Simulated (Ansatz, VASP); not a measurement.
# Sn4Se3 in VASP and in Ansatz

```
Sn Se
1.0
     6.03771    0.00000    0.00000
     0.00000    6.03771    0.00000
     0.00000    0.00000    6.03771
Sn Se
4 3
Direct
  0.69680 0.69680 0.69680
  0.30320 0.30320 0.69680
  0.30320 0.69680 0.30320
  0.69680 0.30320 0.30320
  0.00000 0.00000 0.50000
  0.50000 0.00000 0.00000
  0.00000 0.50000 0.00000
```

Change from the starting cell: species swapped into the Ge3As4 type (P-43m, No. 215).

Alike in both runs: task relaxation of cell and atoms; functional PBE; k mesh 6 × 6 × 6; occupations gaussian, width 0.1 eV; no spin polarisation.

```csv
,VASP,Ansatz
version,VASP 6.6.1,Ansatz 0.2.0
potentials or method,"VASP PAW PBE potentials, release 64 (Sn_d, Se), cutoff 600 eV","scalar-relativistic, plane waves, PAW"
valence electrons in the cell,74,104
```

VASP gave:

```
gap on the k mesh at the Fermi level, each at its own relaxed structure (eV)  : none
relaxed volume (Å³/atom)                                                      : 31.26
relaxed length of the cell vector where the two differ most in proportion (Å) : 6.026
```

Problem. Estimate Ansatz's values.

Solution. gap on the k mesh at the Fermi level, each at its own relaxed structure (eV): none; relaxed volume (Å³/atom): 31.23; relaxed length of the cell vector where the two differ most in proportion (Å): 6.024.

A gap of «none» marks a metal or a gap that the smearing closes. VASP's potentials hold 74 valence electrons a cell and Ansatz's 104, so a difference there can come from the potentials and not from the codes.
